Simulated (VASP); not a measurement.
Input of a VASP 6.6.1 run:

POSCAR

```
BPd4
1.0
    2.8459925321      0.0000000000      0.0000000000
    0.0000000000      4.2955224239      0.0000000000
    0.0000000000      0.0000000000      5.7630899148
B Pd
1 4
Direct
    0.5000000000      0.0000000000      0.8632270000
    0.5000000000      0.5000000000      0.8675610000
    0.0000000000      0.5000000000      0.3291640000
    0.0000000000      0.0000000000      0.6194700000
    0.5000000000      0.0000000000      0.1975780000
```

INCAR.step1

```
PREC = Accurate
ENCUT = 520
ISMEAR = 0
SIGMA = 0.1
LREAL = False
LASPH = True
NELM = 80
NBANDS = 30
GGA = PE
ALGO = Normal
EDIFF = 1E-4
LWAVE = True
LCHARG = False
```

The input INCAR.step2:

```
PREC = Accurate
ENCUT = 520
EDIFF = 1E-6
ISMEAR = 0
SIGMA = 0.1
LREAL = False
LASPH = True
NELM = 80
ALGO = Normal
ISIF = 2
LWAVE = False
LCHARG = True
METAGGA = R2SCAN
LMIXTAU = True
LELF = True
LVHAR = True
NBANDS = 30
ISTART = 1
```

Contents of KPOINTS:

```
Automatic mesh
0
Gamma
  6 4 4
```

Potentials or basis: VASP PAW PBE potentials, release 64 (B, Pd).

Run with:

```sh
$ cat potpaw_PBE.64/B/POTCAR potpaw_PBE.64/Pd/POTCAR > POTCAR
$ cp INCAR.step1 INCAR
$ mpirun -np 1 vasp_std > vasp.out
$ cp INCAR.step2 INCAR
$ mpirun -np 1 vasp_std > vasp.out
```

Problem. What does it give for the band gap on the k mesh?

Solution. Zero (an odd number of electrons rules out a gap without spin polarisation).

Problem. Predict the pressure.

Solution. 4.1 GPa.

Problem. Estimate the largest force.

Solution. 0.289 eV/Å.

Stress tensor (GPa, compression positive):
```
2.61 0.00 0.00
0.00 5.06 0.00
0.00 0.00 4.60
```

Caveat: the k points lie up to 0.37 Å⁻¹ apart, too coarse for converged energies and pressures of a metal; the PAW data sets were made with another functional, which shifts forces and pressure a little.
